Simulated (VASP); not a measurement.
TePb, 2 atoms in the cell. Symmetry: Fm-3m, No. 225, cubic system. The conventional cell has a = 6.570 Å, b = 6.570 Å, c = 6.570 Å, α = 90.00°, β = 90.00°, γ = 90.00°. Within 4.3 Å of Te (site symmetry m-3m) lie 6 Pb at 3.28 Å. Pb (site symmetry m-3m) has 6 Te at 3.28 Å within 4.3 Å. 

| Item | Value |
| --- | --- |
| Program | VASP 6.6.1 |
| Task | single point |
| Functional | PBE |
| Potentials or basis | VASP PAW PBE potentials, release 64 (Te, Pb_d) |
| Cutoff | 520 eV |
| k mesh | 8 × 8 × 8 |
| Occupations | gaussian, width 0.02 eV |
| Spin | no spin polarisation |
| Dipole correction | no |
| Further INCAR settings | ALGO = Normal; EDIFF = 1e-07; NBANDS = 17 |

Potentials or basis: VASP PAW PBE potentials, release 64 (Te, Pb_d).

The run is started by

```bash
$ cat potpaw_PBE.64/Te/POTCAR potpaw_PBE.64/Pb_d/POTCAR > POTCAR
$ mpirun -np 1 vasp_std > vasp.out
```

Hardware: 1 thread of AMD EPYC 9R14 (Zen 4), with other jobs on the host.

Task: How long does it take, and how much memory?

Result: Wall time 25 s on 1 thread of AMD EPYC 9R14 (Zen 4), on a shared host, peak memory 0.19 GiB. Counts: scf iterations 14, k points 29.
